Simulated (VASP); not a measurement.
A run of VASP 6.6.1 is set up as follows.

Contents of POSCAR:

```
MoS2
1.0
    3.1596187646      0.0000000000      0.0000000000
   -1.5798093823      2.7363101164      0.0000000000
    0.0000000000      0.0000000000     12.1695827160
Mo S
2 4
Direct
    0.6666666667      0.3333333333      0.2499965113
    0.3333333333      0.6666666667      0.7500034887
    0.3333333333      0.6666666667      0.3777078733
    0.6666666667      0.3333333333      0.8777139223
    0.3333333333      0.6666666667      0.1222860777
    0.6666666667      0.3333333333      0.6222921267
```

The input INCAR.step1:

```
SYSTEM = MoS2
ALGO = Normal
EDIFF = 1E-4
ENCUT = 520
GGA = PE
ISMEAR = 0
LASPH = .True.
LCHARG = .False.
LREAL = .False.
LWAVE = .True.
NBANDS = 35
NELM = 100
PREC = Accurate
SIGMA = 0.02
```

INCAR.step2

```
SYSTEM = MoS2
ALGO = Normal
EDIFF = 1E-7
ENCUT = 520
ISIF = 2
ISMEAR = 0
ISTART = 1
LASPH = .True.
LCHARG = .False.
LMIXTAU = .True.
LREAL = .False.
LWAVE = .False.
METAGGA = R2SCAN
NBANDS = 35
NELM = 100
PREC = Accurate
SIGMA = 0.02
```

KPOINTS

```
k-points
0
Gamma
  12 12 2
  0 0 0
```

Potentials or basis: VASP PAW PBE potentials, release 64 (Mo_sv, S).

Command:

```sh
$ cat potpaw_PBE.64/Mo_sv/POTCAR potpaw_PBE.64/S/POTCAR > POTCAR
$ cp INCAR.step1 INCAR
$ mpirun -np 1 vasp_std > vasp.out
$ cp INCAR.step2 INCAR
$ mpirun -np 1 vasp_std > vasp.out
```

(1) Estimate the band gap on the k mesh.

(2) What does it give for the pressure?

(3) Estimate the largest force.

Answers

(1) 0.94 eV (least direct gap 1.78 eV).

(2) 3.1 GPa.

(3) 0.006 eV/Å.

Caveat: the cell stands under pressure; the PAW data sets were made with another functional, which shifts forces and pressure a little.
